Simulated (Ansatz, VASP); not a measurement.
## HC6 in VASP and in Ansatz

```xyz
14
Lattice="4.8895 0.0000 0.0000 -1.2224 8.7850 0.0000 0.0000 0.0000 22.7475" Properties=species:S:1:pos:R:3 pbc="T T T"
C     0.0000    0.6804    4.0000
C     2.4448    0.6804    4.0000
C     1.2224    0.8504    4.6849
C     3.6671    0.8504    4.6849
C     1.2224    1.1906    6.0548
C     3.6671    1.1906    6.0548
C     0.0000    1.3574    6.7220
C     2.4448    1.3574    6.7220
C     0.0000    1.7173    8.1518
C     2.4448    1.7173    8.1518
C     1.2224    1.8685    8.7475
C     3.6671    1.8685    8.7475
H     0.1826    0.4049   10.1575
H    -0.1826    3.0296   10.1575
```

Alike in both runs: task single point; functional LDA; k mesh 6 × 3 × 1; occupations gaussian, width 0.1 eV; no spin polarisation.

```csv
,VASP,Ansatz
version,VASP 6.6.1,Ansatz 0.2.0
potentials or method,"VASP PAW LDA potentials, release 64 (C, H), cutoff 520 eV","scalar-relativistic, plane waves, PAW"
valence electrons in the cell,50,50
```

|  | VASP | Ansatz | Ansatz less VASP |
| --- | --- | --- | --- |
| gap on the k mesh at the Fermi level (eV) | none | none | - |
| rms of the force components (eV/Å) | 1.263 | 1.269 | +0.0054 |
| work function, face that differs most (eV) | 5.80 | 5.80 | -0.004 |

LDA's correlation is that of Perdew and Zunger in VASP and of Perdew and Wang (1992) in Ansatz. Atom by atom the forces differ by 0.022 eV/Å (rms over components). A gap of «none» marks a metal or a gap that the smearing closes. Ansatz's warnings: xc potential rough in thin density.
